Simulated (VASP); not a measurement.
# Be (P6_3/mmc) in VASP: further runs

Runs on Be. Level: PBEsol. Tasks: single point, relaxation of volume and atoms at fixed shape.

Program: VASP 6.6.1. These are calculated values, not measurements. Logs are shortened: lines on timing, memory, paths and dates and some standing lists are left out, and cuts for length are marked.

## (1) The cell of the first run

The structure is hexagonal, space group P6_3/mmc (No. 194). The conventional cell has a = 2.260 Å, b = 2.260 Å, c = 3.545 Å, α = 90.00°, β = 90.00°, γ = 120.00°. Within 2.9 Å of Be (site symmetry -6m2) lie 12 Be at 2.20 to 2.26 Å.

## (2) Single point, PBEsol

File INCAR:

```
SYSTEM = Be
  PREC = Accurate
  ENCUT = 520
  EDIFF = 1E-6
  ISMEAR = -1
  SIGMA = 0.1
  LREAL = .FALSE.
  LASPH = .TRUE.
  NELM = 60
  ALGO = Normal
  ISIF = 2
  LWAVE = .FALSE.
  LCHARG = .FALSE.
  GGA = PS
  NBANDS = 9
```

File KPOINTS:

```
Automatic mesh
0
G
  22 22 12
  0 0 0
```

File POSCAR:

```
Be
1.0
    2.2599886394      0.0000000000      0.0000000000
   -1.1299943197      1.9572075740      0.0000000000
    0.0000000000      0.0000000000      3.5445022471
Be
2
Direct
    0.3333333333      0.6666666667      0.2500000000
    0.6666666667      0.3333333333      0.7500000000
```

Potentials or basis: VASP PAW PBE potentials, release 64 (Be).

Run with:

```console
> cat potpaw_PBE.64/Be/POTCAR > POTCAR
> mpirun -np 1 vasp_std > vasp.out
```

OUTCAR:

```text
SYSTEM = Be
   PREC = Accurate
   ENCUT = 520
   EDIFF = 1E-6
   ISMEAR = -1
   LREAL = .FALSE.
   LASPH = .TRUE.
   NELM = 60
   ISIF = 2
   GGA = PS

 ion  position               nearest neighbor table
   1  0.333  0.667  0.250-   2 2.20   2 2.20   2 2.20   2 2.20   2 2.20   2 2.20
   2  0.667  0.333  0.750-   1 2.20   1 2.20   1 2.20   1 2.20   1 2.20   1 2.20

  LATTYP: Found a hexagonal cell.
 ALAT       =     2.2599886394
 C/A-ratio  =     1.5683717101

  Lattice vectors:

 A1 = (   2.2599886394,   0.0000000000,   0.0000000000)
 A2 = (  -1.1299943197,   1.9572075740,   0.0000000000)
 A3 = (   0.0000000000,   0.0000000000,   3.5445022471)

Analysis of symmetry for initial positions (statically):
=====================================================================
 Subroutine PRICEL returns:
 Original cell was already a primitive cell.

 Routine SETGRP: Setting up the symmetry group for a
 hexagonal supercell.

 Subroutine GETGRP returns: Found 24 space group operations
 (whereof 12 operations were pure point group operations)
 out of a pool of 24 trial point group operations.

The static configuration has the point symmetry D_3d.
 The point group associated with its full space group is D_6h.

Analysis of symmetry for dynamics (positions and initial velocities):
=====================================================================
 Subroutine PRICEL returns:
 Original cell was already a primitive cell.

 Routine SETGRP: Setting up the symmetry group for a
 hexagonal supercell.

 Subroutine GETGRP returns: Found 24 space group operations
 (whereof 12 operations were pure point group operations)
 out of a pool of 24 trial point group operations.

The dynamic configuration has the point symmetry D_3d.
 The point group associated with its full space group is D_6h.

 Subroutine INISYM returns: Found 24 space group operations
 (whereof 12 operations are pure point group operations),
 and found     1 'primitive' translations

----------------------------------------------------------------------------------------

                                     Primitive cell

  volume of cell :      15.6783

  direct lattice vectors                    reciprocal lattice vectors
     2.259988639  0.000000000  0.000000000     0.442480100  0.255466005  0.000000000
    -1.129994320  1.957207574  0.000000000     0.000000000  0.510932010  0.000000000
     0.000000000  0.000000000  3.544502247     0.000000000  0.000000000  0.282127061

  length of vectors
     2.259988639  2.259988639  3.544502247     0.510932010  0.510932010  0.282127061

  position of ions in fractional coordinates (direct lattice)
     0.333333333  0.666666667  0.250000000
     0.666666667  0.333333333  0.750000000

  ion indices of the primitive-cell ions
   primitive index   ion index
                 1           1
                 2           2

----------------------------------------------------------------------------------------

 KPOINTS: Automatic mesh

Automatic generation of k-mesh.
 Grid dimensions read from file:
 generate k-points for:   22   22   12

 Generating k-lattice:

  Cartesian coordinates                     Fractional coordinates (reciprocal lattice)
     0.020112732  0.011612091  0.000000000     0.045454545 -0.000000000  0.000000000
     0.000000000  0.023224182  0.000000000     0.000000000  0.045454545  0.000000000
     0.000000000  0.000000000  0.023510588     0.000000000  0.000000000  0.083333333

  Length of vectors
     0.023224182  0.023224182  0.023510588

  Shift w.r.t. Gamma in fractional coordinates (k-lattice)
     0.000000000  0.000000000  0.000000000

 Subroutine IBZKPT returns following result:
 ===========================================

 Found    364 irreducible k-points:

 Following reciprocal coordinates:
            Coordinates               Weight
  0.000000  0.000000  0.000000      1.000000
  0.045455 -0.000000  0.000000      6.000000
  0.090909 -0.000000  0.000000      6.000000
  0.136364  0.000000  0.000000      6.000000
  0.181818 -0.000000  0.000000      6.000000
  0.227273 -0.000000  0.000000      6.000000
[... 16 lines left out ...]
  0.090909  0.090909  0.000000      6.000000
  0.136364  0.090909  0.000000     12.000000
 [... further k-points ...]
   k-points           NKPTS =    364   k-points in BZ     NKDIM =    364   number of bands    NBANDS=      9
   number of dos      NEDOS =    301   number of ions     NIONS =      2
   total plane-waves  NPLWV =   9072
   dimension x,y,z NGX =    18 NGY =   18 NGZ =   28
   dimension x,y,z NGXF=    36 NGYF=   36 NGZF=   56
   ions per type =               2
   NGX,Y,Z   is equivalent  to a cutoff of  13.24, 13.24, 13.13 a.u.
   NGXF,Y,Z  is equivalent  to a cutoff of  26.48, 26.48, 26.27 a.u.
 SYSTEM =  Be
   PREC   = accura    normal or accurate (medium, high low for compatibility)
   ISTART =      0    job   : 0-new  1-cont  2-samecut
   ICHARG =      2    charge: 1-file 2-atom 10-const
   ISPIN  =      1    spin polarized calculation?
   LNONCOLLINEAR =      F non collinear calculations
   LSORBIT =      F    spin-orbit coupling
   LASPH  =      T    aspherical Exc in radial PAW
   ENCUT  =  520.0 eV  38.22 Ry    6.18 a.u.   4.20  4.20  6.59*2*pi/ulx,y,z
   NELM   =     60;   NELMIN=  2; NELMDL= -5     # of ELM steps
   EDIFF  = 0.1E-05   stopping-criterion for ELM
   LREAL  =      F    real-space projection
   EDIFFG = 0.1E-04   stopping-criterion for IOM
   NSW    =      0    number of steps for IOM
   IBRION =     -1    ionic relax: 0-MD 1-quasi-New 2-CG
   NFREE  =      0    steps in history (QN), initial steepest desc. (CG)
   ISIF   =      2    stress and relaxation
   ISYM   =      2    0-nonsym 1-usesym 2-fastsym
   POTIM  = 0.5000    time-step for ionic-motion
   TEBEG  =    0.0;   TEEND  =   0.0 temperature during run
   PSTRESS=    0.0 pullay stress
   NELECT =       4.0000    total number of electrons
   NUPDOWN=      -1.0000    fix difference up-down
   EMIN   =  10.00;   EMAX   =-10.00  energy-range for DOS
   EFERMI =   0.00;   METHOD = LEGACY
   ISMEAR =    -1;   SIGMA  =   0.10  broadening in eV -4-tet -1-fermi 0-gaus
   EFERMI_NEDOS =   21; number of points for ismear=-14 and -15
   IALGO  =     38    algorithm
   IMIX   =      4    mixing-type and parameters
     AMIX     =   0.40;   BMIX     =  1.00
     AMIX_MAG =   1.60;   BMIX_MAG =  1.00
  volume/ion in A,a.u.               =       7.84        52.90
  Fermi-wavevector in a.u.,A,eV,Ry     =   1.038314  1.962129 14.668385  1.078096
  Thomas-Fermi vector in A             =   2.172792
   LORBIT       =      0    0 simple, 1 ext, 2 COOP (PROOUT), +10 PAW based schemes
   GGA     = PS    functional components
   LHFCALC =     F    Hartree Fock is set to
   AEXX    =    0.0000 exact exchange contribution
   IVDW    =     0    specifies the selected vdW correction
   LEPSILON=     F    determine dielectric tensor
   LRPA    =     F    only Hartree local field effects (RPA)
 non-spin polarized calculation
  energy-cutoff  :      520.00
  volume of cell :       15.68
 maximum number of plane-waves:       446
 NGX is ok and might be reduce to    18
   NGX =  9   NGY =  9   NGZ = 13

 number of electron       4.0000000 magnetization

 Free energy of the ion-electron system (eV)
  ---------------------------------------------------
  ext. energy  EPLUGINS =         0.00000000
  ---------------------------------------------------
  free energy    TOTEN  =        -7.99874241 eV

  energy without entropy =       -7.99429527  energy(sigma->0) =       -7.99651884

 E-fermi :   7.2048     XC(G=0): -10.6359

 val. band max:        7.1171496955   @ k =   0.3182   0.0909   0.0000
 cond. band min:       7.2131481496   @ k =   0.2727   0.2273   0.0833
 fundamental gap:      0.0959984541
 Fermi energy:         7.2047652687

 k-point     1 :       0.0000    0.0000    0.0000
  band No.  band energies     occupation
      1      -4.3050      2.00000
      2       2.6325      2.00000
      3       8.3084      0.00003
      4      23.1047      0.00000
      5      23.1047      0.00000
      6      25.9893      0.00000
      7      25.9893      0.00000
      8      28.2467      0.00000
      9      34.2706      0.00000

 k-point     2 :       0.0455   -0.0000    0.0000
  band No.  band energies     occupation
      1      -4.2458      2.00000
      2       2.7107      2.00000
      3       8.3248      0.00003
      4      22.5969      0.00000
      5      22.7085      0.00000
      6      26.0021      0.00000
      7      26.2160      0.00000
      8      28.1305      0.00000
      9      33.1702      0.00000

 k-point     3 :       0.0909   -0.0000    0.0000
  band No.  band energies     occupation
      1      -4.0679      2.00000
      2       2.9450      2.00000
      3       8.3714      0.00002
      4      21.2914      0.00000
      5      21.8460      0.00000
      6      25.9964      0.00000
      7      26.5409      0.00000
      8      27.7435      0.00000
      9      31.4809      0.00000

 k-point     4 :       0.1364    0.0000    0.0000
  band No.  band energies     occupation
      1      -3.7713      2.00000
      2       3.3350      2.00000
      3       8.4385      0.00001
      4      19.5725      0.00000
      5      20.8665      0.00000
      6      25.8969      0.00000
      7      26.6044      0.00000
      8      26.9798      0.00000
      9      29.6550      0.00000
[... 205 lines left out ...]
 k-point    22 :       0.4545    0.0455    0.0000
  band No.  band energies     occupation
      1       1.8861      2.00000
      2       4.1734      2.00000
      3      10.5799      0.00000
      4      13.8717      0.00000
      5      13.9063      0.00000
      6      15.3858      0.00000
      7      18.3297      0.00000
      8      24.0552      0.00000
      9      27.2000      0.00000

 k-point    23 :       0.0909    0.0909    0.0000
  band No.  band energies     occupation
      1      -3.5930      2.00000
      2       3.5687      2.00000
      3       8.4790      0.00001
      4      19.1521      0.00000
      5      19.7355      0.00000
      6      25.9313      0.00000
      7      26.3134      0.00000
      8      26.5582      0.00000
      9      30.3143      0.00000

 k-point    24 :       0.1364    0.0909    0.0000
  band No.  band energies     occupation
      1      -3.1770      2.00000
      2       4.1128      2.00000
      3       8.5461      0.00000
      4      17.4575      0.00000
      5      18.7455      0.00000
      6      25.4193      0.00000
      7      25.4983      0.00000
      8      25.8333      0.00000
      9      29.5861      0.00000

 [... further k-points ...]

------------------------ aborting loop because EDIFF is reached ----------------------------------------

  FORCE on cell =-STRESS in cart. coord.  units (eV):
  Direction    XX          YY          ZZ          XY          YZ          ZX
  --------------------------------------------------------------------------------------
  -------------------------------------------------------------------------------------
  Total       -0.0410191     -0.0410191      0.1925400      0.0000000     -0.0000000      0.0000000
  in kB       -4.1917813     -4.1917813     19.6758343      0.0000000     -0.0000000      0.0000000
  external PRESSURE =       3.7640905 kB  Pullay stress =       0.0000000 kB

 VOLUME and BASIS-vectors are now :
 -----------------------------------------------------------------------------
  energy-cutoff  :      520.00
  volume of cell :       15.68
      direct lattice vectors                 reciprocal lattice vectors
     2.259988639  0.000000000  0.000000000     0.442480100  0.255466005  0.000000000
    -1.129994320  1.957207574  0.000000000     0.000000000  0.510932010  0.000000000
     0.000000000  0.000000000  3.544502247     0.000000000  0.000000000  0.282127061

 POSITION                                       TOTAL-FORCE (eV/Angst)
 -----------------------------------------------------------------------------------
     -0.00000      1.30481      0.88613         0.000000     -0.000000      0.000000
      1.12999      0.65240      2.65838        -0.000000      0.000000      0.000000
 -----------------------------------------------------------------------------------
    total drift:                                0.000000     -0.000000      0.000000

  FREE ENERGIE OF THE ION-ELECTRON SYSTEM (eV)
  ---------------------------------------------------
  free  energy   TOTEN  =        -7.9987424104 eV

  energy  without entropy=       -7.9942952729  energy(sigma->0) =       -7.99651884
```

It took 48 s on 1 thread of Intel Xeon 8259CL, shared host; peak memory 0.16 GiB.

What came out:

```
Free energy            : -7.9987 eV
Pressure               : 0.4 GPa
Band gap on the k mesh : zero (bands 2 and 3 overlap by 1.98 eV)
```

Stress tensor (GPa, compression positive):
```
-0.42  0.00  0.00
 0.00 -0.42  0.00
 0.00  0.00  1.97
```

Caveat: the PAW data sets were made with another functional, which shifts forces and pressure a little.

## (3) Relaxation of volume and atoms at fixed shape, PBEsol

This run uses another cell than the first one, of 8.11 Å³/atom.

File INCAR:

```
SYSTEM = Be
PREC = Accurate
ENCUT = 600
EDIFF = 1E-6
ISMEAR = -1
SIGMA = 0.1
LREAL = .False.
LASPH = .True.
NELM = 80
ALGO = Normal
ISIF = 8
LWAVE = .False.
LCHARG = .False.
GGA = PS
IBRION = 2
NSW = 80
EDIFFG = -0.01
```

File KPOINTS:

```
regular mesh
0
Gamma
  22 22 12
  0 0 0
```

File POSCAR:

```
Be
1.0
    2.2853000000      0.0000000000      0.0000000000
   -1.1426500000      1.9791280000      0.0000000000
    0.0000000000      0.0000000000      3.5842000000
Be
2
Direct
    0.3333333333      0.6666666667      0.2500000000
    0.6666666667      0.3333333333      0.7500000000
```

Potentials or basis: VASP PAW PBE potentials, release 64 (Be).

Run with:

```console
> cat potpaw_PBE.64/Be/POTCAR > POTCAR
> mpirun -np 1 vasp_std > vasp.out
```

Run time: 67 s. Hardware: 1 thread of Intel Xeon 8259CL, shared host; peak memory 0.16 GiB.

Results (log left out):

```
Free energy                           : -7.9988 eV
Relaxed volume                        : 7.86 Å³/atom
Relaxed cell                          : a = 2.262 Å, b = 2.262 Å, c = 3.548 Å, α = 90.00°, β = 90.00°, γ = 120.00°
Space group after relaxing (to 0.1 Å) : P6_3/mmc (No. 194)
Energy gained by relaxing             : 2.8 meV/atom
Ionic steps                           : 3
Pressure after relaxing               : 0.0 GPa
Band gap on the k mesh                : zero (bands 2 and 3 overlap by 1.98 eV)
```

Stress tensor (GPa, compression positive):
```
-0.79  0.00  0.00
 0.00 -0.79  0.00
 0.00  0.00  1.54
```

Step by step:
```
step  energy change (eV)  largest force (eV/Å)  pressure (GPa)  volume (Å³)
   1              0.0000                0.0000           -3.59        16.21
   2             -0.0055                0.0000           -0.50        15.79
   3             -0.0056                0.0000           -0.01        15.73
```

Final structure:
```
Be
1.0
     2.26230    0.00000    0.00000
    -1.13115    1.95921    0.00000
     0.00000    0.00000    3.54812
Be
2
Direct
  0.33333 0.66667 0.25000
  0.66667 0.33333 0.75000
```

Levels at points of the mesh, in eV from the Fermi level:
```tsv
k point	band 1	band 2	band 3	band 4	band 5	band 6
(0.00, 0.00, 0.00)	-11.49	-4.56	1.09	15.86	15.86	18.74
(0.50, 0.00, 0.00)	-5.18	-3.27	3.52	6.40	6.71	9.25
(0.00, 0.00, 0.50)	-9.32	-9.32	10.75	10.75	17.54	17.54
(0.50, 0.00, 0.50)	-3.78	-3.78	1.47	1.47	11.89	11.89
```

Caveat: the PAW data sets were made with another functional, which shifts forces and pressure a little.

The gap in the log of VASP goes by the Fermi energy; the results here count the filled bands.